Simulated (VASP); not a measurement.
# LiCl in VASP: further runs

The runs below take LiCl through single point, with PBE.

Program: VASP 6.6.1. These are calculated values, not measurements. Logs are shortened: lines on timing, memory, paths and dates and some standing lists are left out, and cuts for length are marked.

### 1 The cell of the first run

It takes space group C2/m (No. 12, monoclinic). Conventional cell: a = 6.127 Å, b = 3.625 Å, c = 3.553 Å, α = 90.00°, β = 125.22°, γ = 90.00°. Li (site symmetry 2/m) has 6 Cl at 2.50 to 2.54 Å within 3.3 Å. Within 3.3 Å of Cl (site symmetry 2/m) lie 6 Li at 2.50 to 2.54 Å.

### 2 Single point, PBE (strained)

INCAR reads:

```
SYSTEM = LiCl
ALGO = Normal
EDIFF = 1E-6
ENCUT = 520
GGA = PE
ISIF = 2
ISMEAR = 0
LASPH = .True.
LCHARG = .False.
LREAL = .False.
LWAVE = .False.
NBANDS = 12
NELM = 100
PREC = Accurate
SIGMA = 0.02
```

KPOINTS reads:

```
k-points
0
Gamma
  8 8 8
  0 0 0
```

POSCAR reads:

```
LiCl
1.0
    0.0068735568      2.5122337152      2.5122337152
    2.5060526436     -0.0222108216      2.5413180936
    2.5060526436      2.5413180936     -0.0222108216
Li Cl
1 1
Direct
    0.0000000000      0.0000000000      0.0000000000
    0.5000000000      0.5000000000      0.5000000000
```

Potentials or basis: VASP PAW PBE potentials, release 64 (Li_sv, Cl).

Run with:

```sh
$ cat potpaw_PBE.64/Li_sv/POTCAR potpaw_PBE.64/Cl/POTCAR > POTCAR
$ mpirun -np 1 vasp_std > vasp.out
```

OUTCAR:

```text
SYSTEM = LiCl
   EDIFF = 1E-6
   ENCUT = 520
   GGA = PE
   ISIF = 2
   ISMEAR = 0
   LASPH = .True.
   LREAL = .False.
   NELM = 100
   PREC = Accurate

 ion  position               nearest neighbor table
   1  0.000  0.000  0.000-   2 2.50   2 2.50   2 2.54   2 2.54   2 2.54   2 2.54
   2  0.500  0.500  0.500-   1 2.50   1 2.50   1 2.54   1 2.54   1 2.54   1 2.54

  LATTYP: Found a base centered monoclinic cell.
 ALAT       =     6.1267645196
 B/A-ratio  =     0.5917278766
 C/A-ratio  =     0.5798887210
 COS(beta)  =    -0.5767216165

  Lattice vectors:

 A1 = (   2.4991790868,  -2.5344445368,   0.0290843784)
 A2 = (   2.4991790868,   0.0290843784,  -2.5344445368)
 A3 = (   0.0068735568,   2.5122337152,   2.5122337152)

Analysis of symmetry for initial positions (statically):
=====================================================================
 Subroutine PRICEL returns:
 Original cell was already a primitive cell.

 Routine SETGRP: Setting up the symmetry group for a
 base centered monoclinic supercell.

 Subroutine GETGRP returns: Found  4 space group operations
 (whereof  4 operations were pure point group operations)
 out of a pool of  4 trial point group operations.

The static configuration has the point symmetry C_2h.

Analysis of symmetry for dynamics (positions and initial velocities):
=====================================================================
 Subroutine PRICEL returns:
 Original cell was already a primitive cell.

 Routine SETGRP: Setting up the symmetry group for a
 base centered monoclinic supercell.

 Subroutine GETGRP returns: Found  4 space group operations
 (whereof  4 operations were pure point group operations)
 out of a pool of  4 trial point group operations.

The dynamic configuration has the point symmetry C_2h.

 Subroutine INISYM returns: Found  4 space group operations
 (whereof  4 operations are pure point group operations),
 and found     1 'primitive' translations

----------------------------------------------------------------------------------------

                                     Primitive cell

  volume of cell :      32.2345

  direct lattice vectors                    reciprocal lattice vectors
     0.006873557  2.512233715  2.512233715    -0.200338337  0.199300135  0.199300135
     2.506052644 -0.022210822  2.541318094     0.199791700 -0.195316954  0.194770317
     2.506052644  2.541318094 -0.022210822     0.199791700  0.194770317 -0.195316954

  length of vectors
     3.552841641  3.569186297  3.569186297     0.345798405  0.340589067  0.340589067

  position of ions in fractional coordinates (direct lattice)
[... 93 lines left out ...]
   EFERMI =   0.00;   METHOD = LEGACY
   ISMEAR =     0;   SIGMA  =   0.02  broadening in eV -4-tet -1-fermi 0-gaus
   EFERMI_NEDOS =   21; number of points for ismear=-14 and -15
   IALGO  =     38    algorithm
   IMIX   =      4    mixing-type and parameters
     AMIX     =   0.40;   BMIX     =  1.00
     AMIX_MAG =   1.60;   BMIX_MAG =  1.00
  volume/ion in A,a.u.               =      16.12       108.76
  Fermi-wavevector in a.u.,A,eV,Ry     =   1.108242  2.094273 16.710676  1.228200
  Thomas-Fermi vector in A             =   2.244767
   LORBIT       =      0    0 simple, 1 ext, 2 COOP (PROOUT), +10 PAW based schemes
   GGA     = PE    functional components
   LHFCALC =     F    Hartree Fock is set to
   AEXX    =    0.0000 exact exchange contribution
   IVDW    =     0    specifies the selected vdW correction
   LEPSILON=     F    determine dielectric tensor
   LRPA    =     F    only Hartree local field effects (RPA)
 non-spin polarized calculation
 Gauss-broadening in eV      SIGMA  =   0.02
  energy-cutoff  :      520.00
  volume of cell :       32.23
 maximum number of plane-waves:       889
 NGX is ok and might be reduce to    28
   NGX = 13   NGY = 13   NGZ = 13

 number of electron      10.0000000 magnetization

 number of electron       9.9999996 magnetization

 Free energy of the ion-electron system (eV)
  ---------------------------------------------------
  ext. energy  EPLUGINS =         0.00000000
  ---------------------------------------------------
  free energy    TOTEN  =        -7.37285319 eV

  energy without entropy =       -7.37285319  energy(sigma->0) =       -7.37285319

 E-fermi :   1.1187     XC(G=0):  -8.9295

 val. band max:        1.0108061792   @ k =   0.0000   0.0000   0.0000
 cond. band min:       7.5423873461   @ k =   0.0000   0.0000   0.0000
 fundamental gap:      6.5315811668
 Fermi energy:         1.1187298353

 k-point     1 :       0.0000    0.0000    0.0000
  band No.  band energies     occupation
      1     -42.5153      2.00000
      2     -12.6307      2.00000
      3       0.8854      2.00000
      4       0.9019      2.00000
      5       1.0108      2.00000
      6       7.5424      0.00000
      7      12.6989      0.00000
      8      12.9752      0.00000
      9      13.0563      0.00000
     10      15.5779      0.00000
     11      15.6036      0.00000
     12      15.6821      0.00000
[... 331 lines left out ...]
 k-point    24 :       0.2500    0.3750   -0.0000
  band No.  band energies     occupation
      1     -42.5120      2.00000
      2     -12.0359      2.00000
      3      -1.3110      2.00000
      4      -0.0104      2.00000
      5       0.1528      2.00000
      6       9.5964      0.00000
      7      10.3329      0.00000
      8      11.1657      0.00000
      9      13.3515      0.00000
     10      14.6980      0.00000
     11      17.8163      0.00000
     12      19.6241      0.00000

 [... further k-points ...]

------------------------ aborting loop because EDIFF is reached ----------------------------------------

  FORCE on cell =-STRESS in cart. coord.  units (eV):
  Direction    XX          YY          ZZ          XY          YZ          ZX
  --------------------------------------------------------------------------------------
  -------------------------------------------------------------------------------------
  Total        0.4816934      0.3600903      0.3600903     -0.0146670      0.1073955     -0.0146670
  in kB       23.9420004     17.8978618     17.8978618     -0.7290051      5.3379656     -0.7290050
  external PRESSURE =      19.9125746 kB  Pullay stress =       0.0000000 kB

 VOLUME and BASIS-vectors are now :
 -----------------------------------------------------------------------------
  energy-cutoff  :      520.00
  volume of cell :       32.23
      direct lattice vectors                 reciprocal lattice vectors
     0.006873557  2.512233715  2.512233715    -0.200338337  0.199300135  0.199300135
     2.506052644 -0.022210822  2.541318094     0.199791700 -0.195316954  0.194770317
     2.506052644  2.541318094 -0.022210822     0.199791700  0.194770317 -0.195316954

 POSITION                                       TOTAL-FORCE (eV/Angst)
 -----------------------------------------------------------------------------------
      0.00000      0.00000      0.00000        -0.000000     -0.000000      0.000000
      2.50949      2.51567      2.51567         0.000000      0.000000     -0.000000
 -----------------------------------------------------------------------------------
    total drift:                                0.000000      0.000000      0.000000

  FREE ENERGIE OF THE ION-ELECTRON SYSTEM (eV)
  ---------------------------------------------------
  free  energy   TOTEN  =        -7.3728531853 eV

  energy  without entropy=       -7.3728531853  energy(sigma->0) =       -7.37285319
```

OSZICAR:

```text
N       E                     dE             d eps       ncg     rms          rms(c)
DAV:   1     0.410512520533E+02    0.41051E+02   -0.40936E+03  3600   0.767E+02
DAV:   2    -0.503935095603E+01   -0.46091E+02   -0.44157E+02  4508   0.145E+02
DAV:   3    -0.737603362410E+01   -0.23367E+01   -0.23291E+01  4812   0.337E+01
DAV:   4    -0.743332541092E+01   -0.57292E-01   -0.57275E-01  4976   0.539E+00
DAV:   5    -0.743411046561E+01   -0.78505E-03   -0.78503E-03  4884   0.563E-01    0.245E+00
DAV:   6    -0.736795124212E+01    0.66159E-01   -0.13840E-01  4472   0.177E+00    0.175E+00
DAV:   7    -0.736917014722E+01   -0.12189E-02   -0.47620E-02  5388   0.116E+00    0.935E-01
DAV:   8    -0.737283521624E+01   -0.36651E-02   -0.59309E-03  4284   0.530E-01    0.155E-01
DAV:   9    -0.737279733296E+01    0.37883E-04   -0.17750E-04  4528   0.923E-02    0.491E-02
DAV:  10    -0.737285444862E+01   -0.57116E-04   -0.99441E-05  4280   0.674E-02    0.483E-02
DAV:  11    -0.737285312665E+01    0.13220E-05   -0.11721E-05  4592   0.217E-02    0.233E-03
DAV:  12    -0.737285318528E+01   -0.58629E-07   -0.37989E-07  3592   0.474E-03
   1 F= -.73728532E+01 E0= -.73728532E+01  d E =-.497801E-17
```

It took 45 s on 1 thread of Intel Xeon Platinum 8259CL at 2.50GHz (Skylake/Cascade Lake), shared host; peak memory 0.18 GiB.

What came out:

```
Free energy            : -7.3729 eV
Band gap on the k mesh : 6.53 eV, direct
```

Caveat: the cell differs from its parent crystal (strained); the cutoff is under 1.25 times the usual one of these potentials, so pressure, stress and relaxed cells hold a basis-set (Pulay) error. A k mesh can miss the band edges.

### 3 Single point, PBE (one atom moved)

INCAR reads:

```
SYSTEM = LiCl
PREC = Accurate
ENCUT = 520
EDIFF = 1E-6
ISMEAR = 0
SIGMA = 0.02
LREAL = .False.
LASPH = .True.
NELM = 80
ALGO = Normal
ISIF = 2
LWAVE = .False.
LCHARG = .False.
GGA = PE
NBANDS = 12
```

KPOINTS reads:

```
Automatic mesh
0
Gamma
  8 8 8
  0 0 0
```

POSCAR reads:

```
LiCl
1.0
    0.0000000000      2.5647600000      2.5647600000
    2.5647600000      0.0000000000      2.5647600000
    2.5647600000      2.5647600000      0.0000000000
Li Cl
1 1
Direct
    0.0012418316     -0.0144009576      0.0090632262
    0.5000000000      0.5000000000      0.5000000000
```

Potentials or basis: VASP PAW PBE potentials, release 64 (Li_sv, Cl).

Run with:

```sh
$ cat potpaw_PBE.64/Li_sv/POTCAR potpaw_PBE.64/Cl/POTCAR > POTCAR
$ mpirun -np 1 vasp_std > vasp.out
```

It took 76 s on 1 thread of Intel Xeon Platinum 8259CL at 2.50GHz (Skylake/Cascade Lake), shared host; peak memory 0.22 GiB.

It converged, with:

```yaml
Free_energy: -7.3851 eV
Largest_force: 0.030 eV/Å
Band_gap_on_the_k_mesh: 6.34 eV, direct
```

Forces on the atoms (eV/Å):
```
Li   0.009 -0.017  0.023
Cl  -0.009  0.017 -0.023
```

Levels at points of the mesh, in eV from the valence-band top:
```
           k point  band 2  band 3  band 4  band 5  band 6  band 7  band 8  band 9
(0.00, 0.00, 0.00)  -13.40    0.00    0.00    0.00    6.34   11.93   11.93   11.94
(0.50, 0.00, 0.00)  -12.83   -2.81   -0.26   -0.26    6.76    9.50    9.50   12.98
(0.00, 0.50, 0.00)  -12.83   -2.81   -0.26   -0.26    6.76    9.50    9.50   12.97
(0.00, 0.00, 0.50)  -12.83   -2.81   -0.26   -0.26    6.76    9.50    9.50   12.98
(0.50, 0.50, 0.50)  -12.83   -2.81   -0.26   -0.26    6.76    9.50    9.50   12.98
(0.50, 0.50, 0.00)  -12.58   -2.89   -1.10   -1.10    7.88    8.29   12.44   14.12
(0.00, 0.50, 0.50)  -12.58   -2.89   -1.10   -1.10    7.88    8.29   12.44   14.12
(0.50, 0.00, 0.50)  -12.58   -2.89   -1.10   -1.10    7.88    8.29   12.44   14.12
```

Caveat: the cell differs from its parent crystal (one atom moved); the cutoff is under 1.25 times the usual one of these potentials, so pressure, stress and relaxed cells hold a basis-set (Pulay) error. A k mesh can miss the band edges.
